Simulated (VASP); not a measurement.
CuO, 8 atoms in the cell. The structure is monoclinic, space group C2/c (No. 15). Conventional cell: a = 4.684 Å, b = 3.423 Å, c = 5.129 Å, α = 90.00°, β = 99.54°, γ = 90.00°. Cu (site symmetry -1) has 4 O at 1.95 to 1.96 Å within 2.6 Å. Within 3.0 Å of O (site symmetry 2) lie 6 Cu at 1.95 to 2.78 Å and 6 O at 2.62 to 2.90 Å. 

* Program: VASP 6.6.1
* Task: single point
* Functional: PBEsol
* Potentials or basis: VASP PAW PBE potentials, release 64 (Cu, O)
* Cutoff: 520 eV
* k mesh: 7 × 7 × 4
* Occupations: gaussian, width 0.05 eV
* Spin: collinear spin
* Starting moments: [1.0, 1.0, 1.0, 1.0, 0.0, 0.0, 0.0, 0.0] μB
* Hubbard terms: Cu d U = 7.0 eV
* Dipole correction: no
* Further INCAR settings: ALGO = Normal; EDIFF = 1e-06; NBANDS = 48

Potentials or basis: VASP PAW PBE potentials, release 64 (Cu, O).

The run is started by

```sh
$ cat potpaw_PBE.64/Cu/POTCAR potpaw_PBE.64/O/POTCAR > POTCAR
$ mpirun -np 1 vasp_std > vasp.out
```

Hardware: 1 thread of Oxide Virtual Turin-like Processor, on a shared host.

Q: How long does it take, and how much memory?

A: Run time: 20 min on 1 thread of Oxide Virtual Turin-like Processor, with other jobs on the host, peak memory 0.47 GiB. Counts: scf iterations 18, k points 60.
